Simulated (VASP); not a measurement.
Runs of VASP 6.6.1 on Pd. The structure is that of space group Pm-3m (No. 221), or close to it. The cells are those of the table. 

```csv
cell,k mesh,gap on the mesh (eV),pressure (GPa)
"a = 2.558 Å, 1 atom",13 × 13 × 13,none,18.0
"a = 2.739 Å, 1 atom",13 × 13 × 13,none,-6.0
"a = 2.634 Å, 1 atom",13 × 13 × 13,none,4.6
"a = 2.670 Å, 1 atom",13 × 13 × 13,none,(b)
"a = 2.670 Å, 1 atom",19 × 19 × 19,none,0.2
"a = 2.597 Å, 1 atom",13 × 13 × 13,none,10.5
"a = 2.705 Å, 1 atom",13 × 13 × 13,none,-3.4
"a = 2.772 Å, 1 atom",13 × 13 × 13,none,(a)
```

Alike in all rows: task single point; level BLYP; potentials or basis VASP PAW PBE potentials, release 64 (Pd); no spin polarisation; cutoff (eV) 520; smearing fermi-dirac 0.1 eV.

Question: Fill in the values left out.

Answer: (a) -8.0; (b) 0.1.

Caveats: the PAW data sets were made with another functional, which shifts forces and pressure a little.

A k mesh can miss the band edges, and the runs leave out spin-orbit coupling on Pd.

A gap of «none» marks levels without a gap at the run's occupations.
